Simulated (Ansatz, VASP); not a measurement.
# TiN in VASP and in Ansatz

```
CELL_PARAMETERS angstrom
0.00000 2.20508 2.20508
2.20508 0.00000 2.20508
2.20508 2.20508 0.00000
ATOMIC_POSITIONS crystal
Ti 0.00000 0.00000 0.00000
N 0.50000 0.50000 0.50000
```

Alike in both runs: task single point; functional PBE; k mesh 20 × 20 × 20; occupations gaussian, width 0.15 eV; no spin polarisation.

|  | VASP | Ansatz |
| --- | --- | --- |
| version | VASP 6.6.1 | Ansatz 0.2.0 |
| potentials or method | VASP PAW PBE potentials, release 64 (Ti_sv, N), cutoff 520 eV | scalar-relativistic, plane waves, PAW |
| valence electrons in the cell | 17 | 17 |

|  | VASP | Ansatz | Ansatz less VASP |
| --- | --- | --- | --- |
| gap on the k mesh at the Fermi level (eV) | none | none | - |
| pressure (GPa) | -24.3 | -24.6 | -0.29 |

A gap of «none» marks a metal or a gap that the smearing closes.
